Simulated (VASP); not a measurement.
# ZrS (I4/mmm) in VASP: further runs

The runs below take ZrS through single point, with PBEsol.

All numbers are computed with VASP 6.6.1; they aren't measurements. Logs are shortened: lines on timing, memory, paths and dates and some standing lists are left out, and cuts for length are marked.

## Step 1: The cell of the first run

The structure is tetragonal, space group I4/mmm (No. 139). The conventional cell has a = 3.564 Å, b = 3.564 Å, c = 5.460 Å, α = 90.00°, β = 90.00°, γ = 90.00°. Zr (site symmetry 4/mmm) has 6 S at 2.52 to 2.73 Å within 3.3 Å. S (site symmetry 4/mmm) has 6 Zr at 2.52 to 2.73 Å within 3.3 Å.

## Step 2: Single point, PBEsol (strain -0.040 along x and y, +0.040 along z)

File INCAR:

```
PREC = Accurate
ENCUT = 520
EDIFF = 1E-6
ISMEAR = 0
SIGMA = 0.15
LREAL = F
LASPH = T
NELM = 80
ALGO = Normal
ISIF = 2
LWAVE = F
LCHARG = T
GGA = PS
LELF = T
LVHAR = T
NBANDS = 16
```

File KPOINTS:

```
Automatic mesh
0
Gamma
  16 16 16
```

File POSCAR:

```
ZrS
1.0
    0.0000000000      2.5200000000      2.7300000000
    2.5200000000      0.0000000000      2.7300000000
    2.5200000000      2.5200000000      0.0000000000
Zr S
1 1
Direct
    0.0000000000      0.0000000000      0.0000000000
    0.5000000000      0.5000000000      0.5000000000
```

Potentials or basis: VASP PAW PBE potentials, release 64 (Zr_sv, S).

Run with:

```
cat potpaw_PBE.64/Zr_sv/POTCAR potpaw_PBE.64/S/POTCAR > POTCAR
mpirun -np 1 vasp_std > vasp.out
```

OUTCAR:

```text
PREC = Accurate
   ENCUT = 520
   EDIFF = 1E-6
   ISMEAR = 0
   LREAL = F
   LASPH = T
   NELM = 80
   ISIF = 2
   GGA = PS

 ion  position               nearest neighbor table
   1  0.000  0.000  0.000-   2 2.52   2 2.52   2 2.52   2 2.52   2 2.73   2 2.73
   2  0.500  0.500  0.500-   1 2.52   1 2.52   1 2.52   1 2.52   1 2.73   1 2.73

  LATTYP: Found a body centered tetragonal cell.
 ALAT       =     3.5638181772
 C/A-ratio  =     1.5320646926

  Lattice vectors:

 A1 = (  -2.5200000000,   0.0000000000,   2.7300000000)
 A2 = (   2.5200000000,   0.0000000000,   2.7300000000)
 A3 = (   0.0000000000,   2.5200000000,  -2.7300000000)

Analysis of symmetry for initial positions (statically):
=====================================================================
 Subroutine PRICEL returns:
 Original cell was already a primitive cell.

 Routine SETGRP: Setting up the symmetry group for a
 body centered tetragonal supercell.

 Subroutine GETGRP returns: Found 16 space group operations
 (whereof 16 operations were pure point group operations)
 out of a pool of 16 trial point group operations.

The static configuration has the point symmetry D_4h.

Analysis of symmetry for dynamics (positions and initial velocities):
=====================================================================
 Subroutine PRICEL returns:
 Original cell was already a primitive cell.

 Routine SETGRP: Setting up the symmetry group for a
 body centered tetragonal supercell.

 Subroutine GETGRP returns: Found 16 space group operations
 (whereof 16 operations were pure point group operations)
 out of a pool of 16 trial point group operations.

The dynamic configuration has the point symmetry D_4h.

 Subroutine INISYM returns: Found 16 space group operations
 (whereof 16 operations are pure point group operations),
 and found     1 'primitive' translations

----------------------------------------------------------------------------------------

                                     Primitive cell

  volume of cell :      34.6732

  direct lattice vectors                    reciprocal lattice vectors
     0.000000000  2.520000000  2.730000000    -0.198412698  0.198412698  0.183150183
     2.520000000  0.000000000  2.730000000     0.198412698 -0.198412698  0.183150183
[... 82 lines left out ...]
   LASPH  =      T    aspherical Exc in radial PAW
   ENCUT  =  520.0 eV  38.22 Ry    6.18 a.u.   6.91  6.91  6.63*2*pi/ulx,y,z
   NELM   =     80;   NELMIN=  2; NELMDL= -5     # of ELM steps
   EDIFF  = 0.1E-05   stopping-criterion for ELM
   LREAL  =      F    real-space projection
   EDIFFG = 0.1E-04   stopping-criterion for IOM
   NSW    =      0    number of steps for IOM
   IBRION =     -1    ionic relax: 0-MD 1-quasi-New 2-CG
   NFREE  =      0    steps in history (QN), initial steepest desc. (CG)
   ISIF   =      2    stress and relaxation
   ISYM   =      2    0-nonsym 1-usesym 2-fastsym
   POTIM  = 0.5000    time-step for ionic-motion
   TEBEG  =    0.0;   TEEND  =   0.0 temperature during run
   PSTRESS=    0.0 pullay stress
   NELECT =      18.0000    total number of electrons
   NUPDOWN=      -1.0000    fix difference up-down
   EMIN   =  10.00;   EMAX   =-10.00  energy-range for DOS
   EFERMI =   0.00;   METHOD = LEGACY
   ISMEAR =     0;   SIGMA  =   0.15  broadening in eV -4-tet -1-fermi 0-gaus
   EFERMI_NEDOS =   21; number of points for ismear=-14 and -15
   IALGO  =     38    algorithm
   IMIX   =      4    mixing-type and parameters
     AMIX     =   0.40;   BMIX     =  1.00
     AMIX_MAG =   1.60;   BMIX_MAG =  1.00
  volume/ion in A,a.u.               =      17.34       116.99
  Fermi-wavevector in a.u.,A,eV,Ry     =   1.315733  2.486375 23.553770  1.731153
  Thomas-Fermi vector in A             =   2.445895
   LORBIT       =      0    0 simple, 1 ext, 2 COOP (PROOUT), +10 PAW based schemes
   GGA     = PS    functional components
   LHFCALC =     F    Hartree Fock is set to
   AEXX    =    0.0000 exact exchange contribution
   IVDW    =     0    specifies the selected vdW correction
   LEPSILON=     F    determine dielectric tensor
   LRPA    =     F    only Hartree local field effects (RPA)
 non-spin polarized calculation
 Gauss-broadening in eV      SIGMA  =   0.15
  energy-cutoff  :      520.00
  volume of cell :       34.67
 maximum number of plane-waves:       952
   NGX = 13   NGY = 13   NGZ = 13

 number of electron      17.9999999 magnetization

 Free energy of the ion-electron system (eV)
  ---------------------------------------------------
  ext. energy  EPLUGINS =         0.00000000
  ---------------------------------------------------
  free energy    TOTEN  =       -16.39676155 eV

  energy without entropy =      -16.38179061  energy(sigma->0) =      -16.38927608

 E-fermi :  11.0909     XC(G=0): -11.6549

 val. band max:       11.0854387139   @ k =  -0.1875   0.0000   0.0625
 cond. band min:      11.0935739256   @ k =   0.3125   0.0000   0.2500
 fundamental gap:      0.0081352117
 Fermi energy:        11.0909377232

 k-point     1 :       0.0000    0.0000    0.0000
  band No.  band energies     occupation
      1     -38.6457      2.00000
      2     -16.6690      2.00000
      3     -16.6690      2.00000
      4     -16.6203      2.00000
      5      -4.9026      2.00000
      6       7.4710      2.00000
[... 433 lines left out ...]
      3     -16.6671      2.00000
      4     -16.6283      2.00000
      5      -4.7340      2.00000
      6       6.7488      2.00000
[... 8 lines left out ...]
     15      18.7975      0.00000
     16      22.6894      0.00000

 [... further k-points ...]

------------------------ aborting loop because EDIFF is reached ----------------------------------------

  FORCE on cell =-STRESS in cart. coord.  units (eV):
  Direction    XX          YY          ZZ          XY          YZ          ZX
  --------------------------------------------------------------------------------------
  -------------------------------------------------------------------------------------
  Total        1.8555350      1.8555350     -2.5380390      0.0000000      0.0000000     -0.0000000
  in kB       85.7405012     85.7405012   -117.2776223      0.0000000      0.0000000     -0.0000000
  external PRESSURE =      18.0677933 kB  Pullay stress =       0.0000000 kB

 VOLUME and BASIS-vectors are now :
 -----------------------------------------------------------------------------
  energy-cutoff  :      520.00
  volume of cell :       34.67
      direct lattice vectors                 reciprocal lattice vectors
     0.000000000  2.520000000  2.730000000    -0.198412698  0.198412698  0.183150183
     2.520000000  0.000000000  2.730000000     0.198412698 -0.198412698  0.183150183
     2.520000000  2.520000000  0.000000000     0.198412698  0.198412698 -0.183150183

 POSITION                                       TOTAL-FORCE (eV/Angst)
 -----------------------------------------------------------------------------------
      0.00000      0.00000      0.00000         0.000000      0.000000     -0.000000
      2.52000      2.52000      2.73000        -0.000000     -0.000000      0.000000
 -----------------------------------------------------------------------------------
    total drift:                                0.000000      0.000000      0.000000

  FREE ENERGIE OF THE ION-ELECTRON SYSTEM (eV)
  ---------------------------------------------------
  free  energy   TOTEN  =       -16.3967615525 eV

  energy  without entropy=      -16.3817906150  energy(sigma->0) =      -16.38927608
```

stdout:

```text
POSCAR found type information on POSCAR ZrS
 POSCAR found :  2 types and       2 ions
 scaLAPACK will be used
 -----------------------------------------------------------------------------
|                                                                             |
|                                                                             |
|     You enforced a specific xc type in the INCAR file but a different       |
|     I HOPE YOU KNOW WHAT YOU ARE DOING!                                     |
|                                                                             |
 -----------------------------------------------------------------------------

 LDA part: xc-table for (Slater+PW92), standard interpolation
 POSCAR, INCAR and KPOINTS ok, starting setup
 FFT: planning ... GRIDC
 FFT: planning ... GRID_SOFT
 FFT: planning ... GRID
 WAVECAR not read
 entering main loop
```

Run time: 73 s. Hardware: 1 thread of AMD EPYC 9R45 (Zen 5), shared host; peak memory 0.28 GiB.

Results:

| Quantity | Value |
| --- | --- |
| Free energy | -16.3968 eV |
| Pressure | 1.8 GPa |
| Band gap on the k mesh | zero (bands 9 and 10 overlap by 2.76 eV) |

Levels at points of the mesh, in eV from the Fermi level:
| k point | band 5 | band 6 | band 7 | band 8 | band 9 | band 10 | band 11 | band 12 | band 13 | band 14 |
| --- | --- | --- | --- | --- | --- | --- | --- | --- | --- | --- |
| (0.00, 0.00, 0.00) | -15.99 | -3.62 | -3.40 | -3.40 | -1.99 | -1.11 | -1.11 | -1.10 | -0.56 | 2.52 |
| (0.50, 0.00, 0.00) | -14.22 | -8.22 | -6.16 | -6.11 | 1.51 | 1.77 | 1.90 | 2.06 | 5.19 | 5.57 |
| (0.50, 0.50, 0.00) | -15.18 | -6.59 | -4.18 | -4.18 | -3.69 | 0.33 | 2.55 | 2.55 | 3.08 | 3.70 |
| (0.50, 0.00, 0.50) | -15.10 | -6.09 | -4.56 | -4.52 | -3.58 | 0.62 | 2.13 | 2.84 | 3.07 | 3.82 |

Caveat: the cell differs from its parent crystal (strain -0.040 along x and y, +0.040 along z); the PAW data sets were made with another functional, which shifts forces and pressure a little.

## Step 3: Single point, PBEsol (strain +0.000 along x and y, -0.040 along z)

File INCAR:

```
SYSTEM = ZrS
  PREC = Accurate
  ENCUT = 520
  EDIFF = 1E-7
  ISMEAR = 0
  SIGMA = 0.15
  LREAL = .False.
  LASPH = .True.
  NELM = 80
  ALGO = Normal
  ISIF = 2
  LWAVE = .False.
  LCHARG = .False.
  GGA = PS
  NBANDS = 16
```

File KPOINTS:

```
Automatic mesh
0
Gamma
  16 16 16
  0 0 0
```

File POSCAR:

```
ZrS
1.0
    0.0000000000      2.6250000000      2.5200000000
    2.6250000000      0.0000000000      2.5200000000
    2.6250000000      2.6250000000      0.0000000000
Zr S
1 1
Direct
    0.0000000000      0.0000000000      0.0000000000
    0.5000000000      0.5000000000      0.5000000000
```

Potentials or basis: VASP PAW PBE potentials, release 64 (Zr_sv, S).

Run with:

```
cat potpaw_PBE.64/Zr_sv/POTCAR potpaw_PBE.64/S/POTCAR > POTCAR
mpirun -np 1 vasp_std > vasp.out
```

It took 93 s on 1 thread of AMD EPYC 9R45 (Zen 5), shared host; peak memory 0.27 GiB.

The run converged. Its results:

```yaml
Free_energy: -16.4813 eV
Pressure: -0.2 GPa
Band_gap_on_the_k_mesh: zero (bands 9 and 10 overlap by 3.07 eV)
```

Stress tensor (GPa, compression positive):
```
-4.70  0.00  0.00
 0.00 -4.70  0.00
 0.00  0.00  8.76
```

Levels at points of the mesh, in eV from the Fermi level:
| k point | band 6 | band 7 | band 8 | band 9 | band 10 | band 11 | band 12 | band 13 |
| --- | --- | --- | --- | --- | --- | --- | --- | --- |
| (0.00, 0.00, 0.00) | -3.55 | -3.55 | -3.41 | -1.58 | -1.58 | -1.15 | -0.81 | -0.72 |
| (0.50, 0.00, 0.00) | -8.22 | -6.14 | -6.11 | 1.49 | 1.67 | 1.91 | 1.96 | 5.66 |
| (0.50, 0.50, 0.00) | -6.10 | -4.60 | -4.60 | -3.63 | 0.68 | 2.49 | 2.49 | 2.98 |
| (0.50, 0.00, 0.50) | -6.40 | -4.43 | -4.36 | -3.65 | 0.45 | 2.40 | 2.66 | 3.01 |

Caveat: the cell differs from its parent crystal (strain +0.000 along x and y, -0.040 along z); the PAW data sets were made with another functional, which shifts forces and pressure a little.
